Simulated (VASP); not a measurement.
Wanted: the native input for a VASP 6.6.1 run.

* Task: single point
* Functional: PBEsol
* Potentials or basis: VASP PAW PBE potentials, release 64 (Cd, Se)
* Cutoff: 400 eV
* k mesh: 6 × 6 × 3
* Occupations: fermi-dirac, width 0.05 eV
* Spin: no spin polarisation
* Dipole correction: no
* Further INCAR settings: ALGO = Normal; EDIFF = 1e-06; NBANDS = 36

The structure of CdSe lies in POSCAR:

```
CdSe
1.0
    3.0400000000     -3.0400000000      0.0000000000
    0.0000000000      3.0400000000     -3.0400000000
    6.0800000000      6.0800000000      6.0800000000
Cd Se
3 3
Direct
    0.0000000000      0.0000000000      0.0000000000
    0.3333333000      0.6666667000      0.3333333000
    0.6666667000      0.3333333000      0.6666667000
    0.0000000000      0.0000000000      0.2500000000
    0.3333333000      0.6666667000      0.5833333000
    0.6666667000      0.3333333000      0.9166667000
```

The input as run:

INCAR

```
ALGO = Normal
EDIFF = 1E-6
ENCUT = 400
GGA = PS
GGA_COMPAT = False
ISIF = 2
ISMEAR = -1
LASPH = True
LCHARG = False
LREAL = False
LWAVE = False
NBANDS = 36
NELM = 120
PREC = Accurate
SIGMA = 0.05
```

KPOINTS

```
k-points
0
Gamma
  6 6 3
```

Potentials or basis: VASP PAW PBE potentials, release 64 (Cd, Se).

Command:

```bash
$ cat potpaw_PBE.64/Cd/POTCAR potpaw_PBE.64/Se/POTCAR > POTCAR
$ mpirun -np 1 vasp_std > vasp.out
```

Results of the run:

```json
{"Pressure": "0.0 GPa", "Band gap on the k mesh": "0.48 eV"}
```

Caveat: the PAW data sets were made with another functional, which shifts forces and pressure a little.

It took 60 s on 1 thread of Intel(R) Xeon(R) Platinum 8488C (Sapphire Rapids), on a shared host, peak memory 0.24 GiB.
